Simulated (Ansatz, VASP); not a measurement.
# Two plane-wave programs on TiAl

The input INCAR:

```
PREC = Accurate
ENCUT = 520
EDIFF = 1E-6
ISMEAR = 0
SIGMA = 0.15
LREAL = False
LASPH = True
NELM = 80
ALGO = Fast
ISIF = 2
LWAVE = False
LCHARG = False
GGA = CA
NBANDS = 14
```

File KPOINTS:

```
Automatic mesh
0
Gamma
  16 16 16
```

The input POSCAR:

```
TiAl
1.0
    3.0519014400      0.0000000000      0.0000000000
    0.0000000000      3.0519014400      0.0000000000
    0.0000000000      0.0000000000      3.3062265600
Ti Al
1 1
Direct
    0.0000000000      0.0000000000      0.0000000000
    0.5000000000      0.5000000000      0.5000000000
```

Input for Ansatz:

```yaml
crystal:
  lattice:
    - [3.05190144, 0.0, 0.0]
    - [0.0, 3.05190144, 0.0]
    - [0.0, 0.0, 3.30622656]
  atoms:
    - { symbol: Ti, position: [0.0, 0.0, 0.0] }
    - { symbol: Al, position: [0.5, 0.5, 0.5] }
basis:
  ecutwfc: 420
kpoints:
  mp_grid: { grid: [16, 16, 16] }
hamiltonian:
  xc: lda
scf:
  occupations: { method: gaussian, width: 0.15 }
output:
  forces: true
  stress: true
  eigenvalues: true
```

Change from the starting cell: strain -0.040 along x and y, +0.040 along z, atoms carried along.

Alike in both runs: task single point; functional LDA; k mesh 16 × 16 × 16; occupations gaussian, width 0.15 eV; no spin polarisation.

|  | VASP | Ansatz |
| --- | --- | --- |
| version | VASP 6.6.1 | Ansatz 0.2.0 |
| potentials or method | VASP PAW LDA potentials, release 64 (Ti_sv, Al), cutoff 520 eV | scalar-relativistic, plane waves, PAW |
| valence electrons in the cell | 15 | 15 |

```tsv
	VASP	Ansatz	Ansatz less VASP
gap on the k mesh at the Fermi level (eV)	none	none	-
pressure (GPa)	-0.9	-1.1	-0.15
traceless stress, the component that is largest in VASP (GPa)	4.44	4.44	-0.008
```

LDA's correlation is that of Perdew and Zunger in VASP and of Perdew and Wang (1992) in Ansatz. A gap of «none» marks a metal or a gap that the smearing closes.
